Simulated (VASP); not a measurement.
**CdSe: single point with LDA**

The system is CdSe.

```
Cd Se
1.0
     0.00000    2.83633    2.83633
     2.83633    0.00000    2.83633
     2.83633    2.83633    0.00000
Cd Se
1 1
Direct
  0.00000 0.00000 0.00000
  0.75000 0.75000 0.75000
```

```
Program                : VASP 6.6.1
Task                   : single point
Functional             : LDA
Potentials or basis    : VASP PAW LDA potentials, release 64 (Cd, Se)
Cutoff                 : 520 eV
k mesh                 : 6 × 6 × 6
Occupations            : gaussian, width 0.01 eV
Spin                   : no spin polarisation
Dipole correction      : no
Further INCAR settings : ALGO = Normal; EDIFF = 1e-07; NBANDS = 16
```

```json
{
  "Pressure": "16.0 GPa",
  "Band gap on the k mesh": "0.78 eV, direct"
}
```

Levels at points of the mesh, in eV from the valence-band top:
| k point | band 7 | band 8 | band 9 | band 10 | band 11 | band 12 |
| --- | --- | --- | --- | --- | --- | --- |
| (0.00, 0.00, 0.00) | 0.00 | 0.00 | 0.00 | 0.78 | 5.70 | 5.70 |
| (0.50, 0.00, 0.00) | -5.92 | -1.12 | -1.12 | 2.40 | 6.28 | 6.28 |
| (0.50, 0.50, 0.00) | -5.23 | -2.74 | -2.74 | 2.48 | 3.64 | 10.02 |

Run time: 5.8 s on 1 thread of Intel(R) Xeon(R) 6975P-C (Granite Rapids), with other jobs on the host, peak memory 0.15 GiB.

Expect the measured gap to be larger: semilocal functionals such as LDA lack the derivative discontinuity.
